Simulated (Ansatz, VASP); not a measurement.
**Pd in VASP and in Ansatz**

The input INCAR:

```
SYSTEM = Pd
ALGO = Normal
EDIFF = 1E-8
ENCUT = 520
ISIF = 2
ISMEAR = -1
LASPH = .TRUE.
LCHARG = .FALSE.
LEFG = .TRUE.
LREAL = .FALSE.
LWAVE = .FALSE.
NBANDS = 11
NELM = 80
PREC = Accurate
SIGMA = 0.05
```

KPOINTS

```
k-points
0
G
  18 18 18
  0 0 0
```

POSCAR

```
Pd
1.0
    0.0000000000      1.9383952691      1.9383952691
    1.9383952691      0.0000000000      1.9383952691
    1.9383952691      1.9383952691      0.0000000000
Pd
1
Direct
    0.0000000000      0.0000000000      0.0000000000
```

Input for Ansatz:

```yaml
crystal:
  lattice:
    - [0.0, 1.9383952691, 1.9383952691]
    - [1.9383952691, 0.0, 1.9383952691]
    - [1.9383952691, 1.9383952691, 0.0]
  atoms:
    - { symbol: Pd, position: [0.0, 0.0, 0.0] }
kpoints:
  mp_grid: { grid: [18, 18, 18] }
scf:
  occupations: { method: fermi_dirac, width: 0.05 }
hamiltonian:
  xc: lda
  pseudopotentials: { kind: all_electron, datasets: crystal }
output:
  forces: true
  stress: true
  eigenvalues: true
  efg: { contact_densities: true }
```

Change from the starting cell: volume scaled by 0.99, crystal datasets.

Alike in both runs: task electric field gradients; functional LDA; k mesh 18 × 18 × 18; occupations fermi-dirac, width 0.05 eV; no spin polarisation.

```csv
,VASP,Ansatz
version,VASP 6.6.1,Ansatz 0.2.0
potentials or method,"VASP PAW LDA potentials, release 64 (Pd), cutoff 520 eV","all-electron PAW with datasets made for the crystal, scalar-relativistic"
```

|  | VASP | Ansatz | Ansatz less VASP |
| --- | --- | --- | --- |
| pressure (GPa) | -5.9 | -6.2 | -0.27 |

LDA's correlation is that of Perdew and Zunger in VASP and of Perdew and Wang (1992) in Ansatz. Ansatz ran all-electron here, and VASP with PAW potentials.
